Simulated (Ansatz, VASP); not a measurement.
Ca in VASP and in Ansatz

INCAR

```
PREC     = Accurate       # precision mode
ENCUT    = 520            # plane-wave cutoff, eV
EDIFF    = 1E-7           # SCF threshold, eV
ISMEAR   = 0              # smearing method
SIGMA    = 0.15           # smearing width, eV
LREAL    = F              # projectors in reciprocal space
LASPH    = T              # aspherical terms in the spheres
NELM     = 80             # most SCF steps
ALGO     = Fast           # electronic algorithm
ISIF     = 2              # what is computed and relaxed
LWAVE    = F              # write WAVECAR
LCHARG   = T              # write CHGCAR
LELF     = T              # ELF
LVHAR    = T            
NBANDS   = 17             # bands
```

File KPOINTS:

```
regular mesh
0
Gamma
  15 15 8
```

The input POSCAR:

```
Ca
1.0
    3.9799995206      0.0000000000      0.0000000000
   -1.9899997603      3.4467806919      0.0000000000
    0.0000000000      0.0000000000      6.3244000000
Ca
2
Direct
    0.3333333333      0.6666666667      0.2500000000
    0.6666666667      0.3333333333      0.7500000000
```

Input for Ansatz:

```yaml
crystal:
  lattice:
    - [3.9799995206, 0.0, 0.0]
    - [-1.9899997603, 3.4467806919, 0.0]
    - [0.0, 0.0, 6.3244]
  atoms:
    - { symbol: Ca, position: [0.3333333333, 0.6666666667, 0.25] }
    - { symbol: Ca, position: [0.6666666667, 0.3333333333, 0.75] }
basis:
  ecutwfc: 420
kpoints:
  mp_grid: { grid: [15, 15, 8] }
hamiltonian:
  xc: lda
scf:
  occupations: { method: gaussian, width: 0.15 }
output:
  forces: true
  stress: true
  eigenvalues: true
```

Change from the starting cell: strain +0.000 along x and y, -0.030 along z, atoms carried along.

Alike in both runs: task single point; functional LDA; k mesh 15 × 15 × 8; occupations gaussian, width 0.15 eV; no spin polarisation.

|  | VASP | Ansatz |
| --- | --- | --- |
| version | VASP 6.6.1 | Ansatz 0.2.0 |
| potentials or method | VASP PAW LDA potentials, release 64 (Ca_sv), cutoff 520 eV | scalar-relativistic, plane waves, PAW |
| valence electrons in the cell | 20 | 20 |

|  | VASP | Ansatz | Ansatz less VASP |
| --- | --- | --- | --- |
| gap on the k mesh at the Fermi level (eV) | none | none | - |
| pressure (GPa) | -2.0 | -2.0 | 0.00 |
| traceless stress, the component that is largest in VASP (GPa) | 0.55 | 0.55 | -0.002 |

LDA's correlation is that of Perdew and Zunger in VASP and of Perdew and Wang (1992) in Ansatz. A gap of «none» marks a metal or a gap that the smearing closes.
